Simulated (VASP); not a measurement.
# La2O3 (P-62m) in VASP: further runs

La2O3 is run at these levels: PBEsol, LDA; tasks: single point.

Everything below comes from runs of VASP 6.6.1. Logs are shortened: lines on timing, memory, paths and dates and some standing lists are left out, and cuts for length are marked.

**1. The cell of the first run**

The structure is hexagonal, space group P-62m (No. 189). Conventional cell: a = 6.308 Å, b = 6.308 Å, c = 3.322 Å, α = 90.00°, β = 90.00°, γ = 120.00°. Within 3.4 Å of La (site symmetry -6) lie 6 O at 2.47 Å and 2 La at 3.32 Å. Within 3.4 Å of O (site symmetry m2m) lie 4 La at 2.47 Å and 6 O at 3.16 to 3.32 Å.

**2. Single point, PBEsol (22.89 Å³/atom)**

The input, INCAR:

```
SYSTEM = La2O3
PREC = Accurate
ENCUT = 520
EDIFF = 1E-7
ISMEAR = -1
SIGMA = 0.05
LREAL = .False.
LASPH = .True.
NELM = 60
ALGO = Normal
ISIF = 2
LWAVE = .False.
LCHARG = .False.
GGA = PS
NBANDS = 28
```

The input, KPOINTS:

```
regular mesh
0
Gamma
  5 5 8
  0 0 0
```

The input, POSCAR:

```
La2O3
1.0
    6.3082833429      0.0000000000      0.0000000000
   -3.1541416714      5.4631336292      0.0000000000
    0.0000000000      0.0000000000      3.3216193918
La O
2 3
Direct
    0.6666666667      0.3333333333      0.5000000000
    0.3333333333      0.6666666667      0.5000000000
    0.5080139900      0.0000000000      0.0000000000
    0.0000000000      0.5080139900      0.0000000000
    0.4919860100      0.4919860100      0.0000000000
```

Potentials or basis: VASP PAW PBE potentials, release 64 (La, O).

Launch:

```
$ cat potpaw_PBE.64/La/POTCAR potpaw_PBE.64/O/POTCAR > POTCAR
$ mpirun -np 1 vasp_std > vasp.out
```

OUTCAR:

```text
SYSTEM = La2O3
   PREC = Accurate
   ENCUT = 520
   EDIFF = 1E-7
   ISMEAR = -1
   LREAL = .False.
   LASPH = .True.
   NELM = 60
   ISIF = 2
   GGA = PS

 ion  position               nearest neighbor table
   1  0.667  0.333  0.500-   3 2.47   3 2.47   4 2.47   4 2.47   5 2.47   5 2.47   2 3.64   2 3.64
                             2 3.64
   2  0.333  0.667  0.500-   4 2.47   4 2.47   3 2.47   3 2.47   5 2.47   5 2.47   1 3.64   1 3.64
                             1 3.64
   3  0.508  0.000  0.000-   1 2.47   1 2.47   2 2.47   2 2.47
   4  0.000  0.508  0.000-   2 2.47   2 2.47   1 2.47   1 2.47
   5  0.492  0.492  0.000-   2 2.47   2 2.47   1 2.47   1 2.47

  LATTYP: Found a hexagonal cell.
 ALAT       =     6.3082833429
 C/A-ratio  =     0.5265488583

  Lattice vectors:

 A1 = (   6.3082833429,   0.0000000000,   0.0000000000)
 A2 = (  -3.1541416714,   5.4631336292,   0.0000000000)
 A3 = (   0.0000000000,   0.0000000000,   3.3216193918)

Analysis of symmetry for initial positions (statically):
=====================================================================
 Subroutine PRICEL returns:
 Original cell was already a primitive cell.

 Routine SETGRP: Setting up the symmetry group for a
 hexagonal supercell.

 Subroutine GETGRP returns: Found 12 space group operations
 (whereof 12 operations were pure point group operations)
 out of a pool of 24 trial point group operations.

The static configuration has the point symmetry D_3h.

Analysis of symmetry for dynamics (positions and initial velocities):
=====================================================================
 Subroutine PRICEL returns:
 Original cell was already a primitive cell.

 Routine SETGRP: Setting up the symmetry group for a
 hexagonal supercell.

 Subroutine GETGRP returns: Found 12 space group operations
 (whereof 12 operations were pure point group operations)
 out of a pool of 24 trial point group operations.

The dynamic configuration has the point symmetry D_3h.

 Subroutine INISYM returns: Found 12 space group operations
 (whereof 12 operations are pure point group operations),
 and found     1 'primitive' translations

----------------------------------------------------------------------------------------

                                     Primitive cell

  volume of cell :     114.4730

  direct lattice vectors                    reciprocal lattice vectors
     6.308283343  0.000000000  0.000000000     0.158521732  0.091522565  0.000000000
    -3.154141671  5.463133629  0.000000000     0.000000000  0.183045129  0.000000000
     0.000000000  0.000000000  3.321619392     0.000000000  0.000000000  0.301057973

  length of vectors
     6.308283343  6.308283343  3.321619392     0.183045129  0.183045129  0.301057973

  position of ions in fractional coordinates (direct lattice)
     0.666666667  0.333333333  0.500000000
     0.333333333  0.666666667  0.500000000
     0.508013990  0.000000000  0.000000000
     0.000000000  0.508013990  0.000000000
     0.491986010  0.491986010  0.000000000

  ion indices of the primitive-cell ions
   primitive index   ion index
                 1           1
                 2           2
                 3           3
                 4           4
                 5           5

----------------------------------------------------------------------------------------

 KPOINTS: regular mesh

Automatic generation of k-mesh.
 Grid dimensions read from file:
 generate k-points for:    5    5    8

 Generating k-lattice:

  Cartesian coordinates                     Fractional coordinates (reciprocal lattice)
     0.031704346  0.018304513  0.000000000     0.200000000  0.000000000  0.000000000
     0.000000000  0.036609026  0.000000000     0.000000000  0.200000000  0.000000000
     0.000000000  0.000000000  0.037632247     0.000000000  0.000000000  0.125000000

  Length of vectors
     0.036609026  0.036609026  0.037632247

  Shift w.r.t. Gamma in fractional coordinates (k-lattice)
     0.000000000  0.000000000  0.000000000

 Subroutine IBZKPT returns following result:
 ===========================================

 Found     25 irreducible k-points:

 Following reciprocal coordinates:
            Coordinates               Weight
  0.000000  0.000000  0.000000      1.000000
  0.200000  0.000000  0.000000      6.000000
  0.400000 -0.000000  0.000000      6.000000
  0.200000  0.200000  0.000000      6.000000
  0.400000  0.200000  0.000000      6.000000
  0.000000  0.000000  0.125000      2.000000
[... 16 lines left out ...]
  0.400000 -0.000000  0.500000      6.000000
  0.200000  0.200000  0.500000      6.000000
   k-points           NKPTS =     25   k-points in BZ     NKDIM =     25   number of bands    NBANDS=     28
   number of dos      NEDOS =    301   number of ions     NIONS =      5
   total plane-waves  NPLWV =  64512
   dimension x,y,z NGX =    48 NGY =   48 NGZ =   28
   dimension x,y,z NGXF=    96 NGYF=   96 NGZF=   56
   ions per type =               2   3
   NGX,Y,Z   is equivalent  to a cutoff of  12.65, 12.65, 14.01 a.u.
   NGXF,Y,Z  is equivalent  to a cutoff of  25.30, 25.30, 28.03 a.u.
 SYSTEM =  La2O3
   PREC   = accura    normal or accurate (medium, high low for compatibility)
   ISTART =      0    job   : 0-new  1-cont  2-samecut
   ICHARG =      2    charge: 1-file 2-atom 10-const
   ISPIN  =      1    spin polarized calculation?
   LNONCOLLINEAR =      F non collinear calculations
   LSORBIT =      F    spin-orbit coupling
   LASPH  =      T    aspherical Exc in radial PAW
   ENCUT  =  520.0 eV  38.22 Ry    6.18 a.u.  11.73 11.73  6.18*2*pi/ulx,y,z
   NELM   =     60;   NELMIN=  2; NELMDL= -5     # of ELM steps
   EDIFF  = 0.1E-06   stopping-criterion for ELM
   LREAL  =      F    real-space projection
   EDIFFG = 0.1E-05   stopping-criterion for IOM
   NSW    =      0    number of steps for IOM
   IBRION =     -1    ionic relax: 0-MD 1-quasi-New 2-CG
   NFREE  =      0    steps in history (QN), initial steepest desc. (CG)
   ISIF   =      2    stress and relaxation
   ISYM   =      2    0-nonsym 1-usesym 2-fastsym
   POTIM  = 0.5000    time-step for ionic-motion
   TEBEG  =    0.0;   TEEND  =   0.0 temperature during run
   PSTRESS=    0.0 pullay stress
   NELECT =      40.0000    total number of electrons
   NUPDOWN=      -1.0000    fix difference up-down
   EMIN   =  10.00;   EMAX   =-10.00  energy-range for DOS
   EFERMI =   0.00;   METHOD = LEGACY
   ISMEAR =    -1;   SIGMA  =   0.05  broadening in eV -4-tet -1-fermi 0-gaus
   EFERMI_NEDOS =   21; number of points for ismear=-14 and -15
   IALGO  =     38    algorithm
   IMIX   =      4    mixing-type and parameters
     AMIX     =   0.40;   BMIX     =  1.00
     AMIX_MAG =   1.60;   BMIX_MAG =  1.00
  volume/ion in A,a.u.               =      22.89       154.50
  Fermi-wavevector in a.u.,A,eV,Ry     =   1.153083  2.179011 18.090309  1.329600
  Thomas-Fermi vector in A             =   2.289729
   LORBIT       =      0    0 simple, 1 ext, 2 COOP (PROOUT), +10 PAW based schemes
   GGA     = PS    functional components
   LHFCALC =     F    Hartree Fock is set to
   AEXX    =    0.0000 exact exchange contribution
   IVDW    =     0    specifies the selected vdW correction
   LEPSILON=     F    determine dielectric tensor
   LRPA    =     F    only Hartree local field effects (RPA)
 non-spin polarized calculation
  energy-cutoff  :      520.00
  volume of cell :      114.47
 maximum number of plane-waves:      3096
 NGX is ok and might be reduce to    48
   NGX = 23   NGY = 23   NGZ = 13

 number of electron      39.9999997 magnetization

 Free energy of the ion-electron system (eV)
  ---------------------------------------------------
  ext. energy  EPLUGINS =         0.00000000
  ---------------------------------------------------
  free energy    TOTEN  =       -42.41308807 eV

  energy without entropy =      -42.41308806  energy(sigma->0) =      -42.41308806

 E-fermi :   3.8428     XC(G=0):  -8.4008

 val. band max:        3.0595682027   @ k =   0.0000   0.0000   0.5000
 cond. band min:       4.6238564279   @ k =   0.0000   0.0000   0.0000
 fundamental gap:      1.5642882252
 Fermi energy:         3.8427798036

 k-point     1 :       0.0000    0.0000    0.0000
  band No.  band energies     occupation
      1     -27.4286      2.00000
      2     -27.2195      2.00000
      3     -14.2309      2.00000
      4     -14.2309      2.00000
      5     -12.6152      2.00000
      6     -10.9634      2.00000
[... 20 lines left out ...]
     27       7.9121      0.00000
     28       7.9243      0.00000

 k-point     2 :       0.2000    0.0000    0.0000
  band No.  band energies     occupation
      1     -27.4116      2.00000
      2     -27.2376      2.00000
      3     -14.2365      2.00000
      4     -14.1360      2.00000
      5     -12.8381      2.00000
      6     -10.9371      2.00000
[... 20 lines left out ...]
     27       7.9254      0.00000
     28       7.9473      0.00000

 k-point     3 :       0.4000   -0.0000    0.0000
  band No.  band energies     occupation
      1     -27.3718      2.00000
      2     -27.2793      2.00000
      3     -14.2455      2.00000
      4     -13.9052      2.00000
      5     -13.2279      2.00000
      6     -10.8934      2.00000
[... 20 lines left out ...]
     27       7.9397      0.00000
     28       7.9630      0.00000

 k-point     4 :       0.2000    0.2000    0.0000
  band No.  band energies     occupation
      1     -27.3817      2.00000
      2     -27.2690      2.00000
      3     -14.2463      2.00000
      4     -13.9594      2.00000
      5     -13.1450      2.00000
      6     -10.8925      2.00000
[... 578 lines left out ...]
     27       7.6567      0.00000
     28       7.6903      0.00000

 k-point    23 :       0.4000   -0.0000    0.5000
  band No.  band energies     occupation
      1     -27.0706      2.00000
      2     -27.0011      2.00000
      3     -14.5944      2.00000
      4     -13.8756      2.00000
      5     -12.7877      2.00000
      6     -11.4364      2.00000
[... 20 lines left out ...]
     27       7.7482      0.00000
     28       7.8980      0.00000

 k-point    24 :       0.2000    0.2000    0.5000
  band No.  band energies     occupation
      1     -27.0781      2.00000
      2     -26.9934      2.00000
      3     -14.6548      2.00000
      4     -13.7638      2.00000
      5     -12.7878      2.00000
      6     -11.4388      2.00000
[... 20 lines left out ...]
     27       7.7605      0.00000
     28       7.8274      0.00000

 [... further k-points ...]

------------------------ aborting loop because EDIFF is reached ----------------------------------------

  FORCE on cell =-STRESS in cart. coord.  units (eV):
  Direction    XX          YY          ZZ          XY          YZ          ZX
  --------------------------------------------------------------------------------------
  -------------------------------------------------------------------------------------
  Total       -1.0299455     -1.0299455     -4.4351468     -0.0000000     -0.0000000      0.0000000
  in kB      -14.4152416    -14.4152416    -62.0748528     -0.0000000     -0.0000000      0.0000000
  external PRESSURE =     -30.3017787 kB  Pullay stress =       0.0000000 kB

 VOLUME and BASIS-vectors are now :
 -----------------------------------------------------------------------------
  energy-cutoff  :      520.00
  volume of cell :      114.47
      direct lattice vectors                 reciprocal lattice vectors
     6.308283343  0.000000000  0.000000000     0.158521732  0.091522565  0.000000000
    -3.154141671  5.463133629  0.000000000     0.000000000  0.183045129  0.000000000
     0.000000000  0.000000000  3.321619392     0.000000000  0.000000000  0.301057973

 POSITION                                       TOTAL-FORCE (eV/Angst)
 -----------------------------------------------------------------------------------
      3.15414      1.82104      1.66081        -0.000000      0.000000      0.000000
     -0.00000      3.64209      1.66081        -0.000000      0.000000      0.000000
      3.20470      0.00000      0.00000        -0.071610      0.000000     -0.000000
     -1.60235      2.77535      0.00000         0.035805     -0.062016      0.000000
      1.55179      2.68779      0.00000         0.035805      0.062016      0.000000
 -----------------------------------------------------------------------------------
    total drift:                               -0.000001     -0.000001      0.000000

  FREE ENERGIE OF THE ION-ELECTRON SYSTEM (eV)
  ---------------------------------------------------
  free  energy   TOTEN  =       -42.4130880661 eV

  energy  without entropy=      -42.4130880632  energy(sigma->0) =      -42.41308806
```

Run time: 78 s. Hardware: 1 thread of Intel Xeon 6975P-C (Granite Rapids), shared host; peak memory 0.28 GiB.

What came out:

| Property | Result |
| --- | --- |
| Free energy | -42.4131 eV |
| Pressure | -3.0 GPa |
| Largest force | 0.072 eV/Å |
| Band gap on the k mesh | 1.56 eV (least direct gap 2.02 eV) |

Forces on the atoms (eV/Å):
```
La   0.000  0.000  0.000
La   0.000  0.000  0.000
O   -0.072  0.000  0.000
O    0.036 -0.062  0.000
O    0.036  0.062  0.000
```

Stress tensor (GPa, compression positive):
```
-1.44  0.00  0.00
 0.00 -1.44  0.00
 0.00  0.00 -6.21
```

Caveat: the cell stands under tension; the PAW data sets were made with another functional, which shifts forces and pressure a little; spin-orbit coupling is left out, which moves the levels of the heavy elements; an odd mesh through Γ misses points on the zone boundary, where band edges can lie.

(Part 1 of 2 ends here.)
